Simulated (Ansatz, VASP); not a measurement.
## One calculation of SiC, two programs

INCAR

```
SYSTEM = SiC
PREC = Accurate
ENCUT = 520
EDIFF = 1E-7
ISMEAR = 0
SIGMA = 0.05
LREAL = .False.
LASPH = .True.
NELM = 100
ALGO = Normal
ISIF = 2
LWAVE = .False.
LCHARG = .False.
GGA = PE
NBANDS = 16
```

The input KPOINTS:

```
Automatic mesh
0
Gamma
  12 12 6
  0 0 0
```

POSCAR

```
SiC
1.0
    3.3391077199      0.0000000000      0.0000000000
   -1.6695538599      2.8917521114      0.0000000000
    0.0000000000      0.0000000000      4.6680994832
Si C
2 2
Direct
    0.3333333333      0.6666666667      0.0045635313
    0.6666666667      0.3333333333      0.5045635313
    0.3333333333      0.6666666667      0.3804364687
    0.6666666667      0.3333333333      0.8804364687
```

Input for Ansatz:

```yaml
crystal:
  lattice:
    - [3.3391077199, 0.0, 0.0]
    - [-1.6695538599, 2.8917521114, 0.0]
    - [0.0, 0.0, 4.6680994832]
  atoms:
    - { symbol: Si, position: [0.3333333333, 0.6666666667, 0.0045635313] }
    - { symbol: Si, position: [0.6666666667, 0.3333333333, 0.5045635313] }
    - { symbol: C, position: [0.3333333333, 0.6666666667, 0.3804364687] }
    - { symbol: C, position: [0.6666666667, 0.3333333333, 0.8804364687] }
basis:
  ecutwfc: 420
kpoints:
  mp_grid: { grid: [12, 12, 6] }
hamiltonian:
  xc: pbe
scf:
  occupations: { method: gaussian, width: 0.05 }
output:
  forces: true
  stress: true
  eigenvalues: true
```

Change from the starting cell: strain +0.080 along x and y, -0.080 along z, atoms carried along.

Alike in both runs: task single point; functional PBE; k mesh 12 × 12 × 6; occupations gaussian, width 0.05 eV; no spin polarisation.

```csv
,VASP,Ansatz
version,VASP 6.6.1,Ansatz 0.2.0
potentials or method,"VASP PAW PBE potentials, release 64 (Si, C), cutoff 520 eV","scalar-relativistic, plane waves, PAW"
valence electrons in the cell,16,16
```

```csv
,VASP,Ansatz,Ansatz less VASP
gap on the k mesh at the Fermi level (eV),1.47,1.48,+0.014
least direct gap on the mesh (eV),1.80,1.82,+0.014
pressure (GPa),-6.5,-6.5,0.00
"traceless stress, the component that is largest in VASP (GPa)",53.65,53.45,-0.198
rms of the force components (eV/Å),1.274,1.274,0.0000
```

Atom by atom the forces differ by 0.000 eV/Å (rms over components).
